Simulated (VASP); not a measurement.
Write the native input for VASP 6.6.1 that does the following.

| Property | Result |
| --- | --- |
| Task | single point |
| Functional | r2SCAN |
| Potentials or basis | VASP PAW PBE potentials, release 64 (Zn, S) |
| Cutoff | 520 eV |
| k mesh | 6 × 6 × 4 |
| Occupations | gaussian, width 0.02 eV |
| Spin | no spin polarisation |
| Dipole correction | no |
| Further INCAR settings | ALGO = Normal; EDIFF = 1e-07; NBANDS = 26 |

The system is ZnS.

```
CELL_PARAMETERS angstrom
3.84198 0.00000 0.00000
-1.92099 3.32725 0.00000
0.00000 0.00000 6.29787
ATOMIC_POSITIONS crystal
Zn 0.33333 0.66667 0.00023
Zn 0.66667 0.33333 0.50023
S 0.33333 0.66667 0.37477
S 0.66667 0.33333 0.87477
```

The input as run:

POSCAR

```
ZnS
1.0
    3.8419775448      0.0000000000      0.0000000000
   -1.9209887724      3.3272501546      0.0000000000
    0.0000000000      0.0000000000      6.2978739412
Zn S
2 2
Direct
    0.3333333333      0.6666666667      0.0002314700
    0.6666666667      0.3333333333      0.5002314700
    0.3333333333      0.6666666667      0.3747685300
    0.6666666667      0.3333333333      0.8747685300
```

INCAR.step1

```
  PREC = Accurate
  ENCUT = 520
  ISMEAR = 0
  SIGMA = 0.02
  LREAL = F
  LASPH = T
  NELM = 80
  NBANDS = 26
  GGA = PE
  ALGO = Normal
  EDIFF = 1E-4
  LWAVE = T
  LCHARG = F
```

INCAR.step2

```
  PREC = Accurate
  ENCUT = 520
  EDIFF = 1E-7
  ISMEAR = 0
  SIGMA = 0.02
  LREAL = F
  LASPH = T
  NELM = 80
  ALGO = Normal
  ISIF = 2
  LWAVE = F
  LCHARG = F
  METAGGA = R2SCAN
  LMIXTAU = T
  NBANDS = 26
  ISTART = 1
```

KPOINTS

```
Automatic mesh
0
Gamma
  6 6 4
```

Potentials or basis: VASP PAW PBE potentials, release 64 (Zn, S).

Launch:

```console
$ cat potpaw_PBE.64/Zn/POTCAR potpaw_PBE.64/S/POTCAR > POTCAR
$ cp INCAR.step1 INCAR
$ mpirun -np 1 vasp_std > vasp.out
$ cp INCAR.step2 INCAR
$ mpirun -np 1 vasp_std > vasp.out
```

It gave:

The pressure is -2.0 GPa. The largest force is 0.011 eV/Å and the band gap on the k mesh is 2.66 eV, direct.

Caveat: the PAW data sets were made with another functional, which shifts forces and pressure a little.

Wall time 87 s on 1 thread of Intel(R) Xeon(R) 6975P-C (Granite Rapids), with other jobs on the host, peak memory 0.22 GiB.
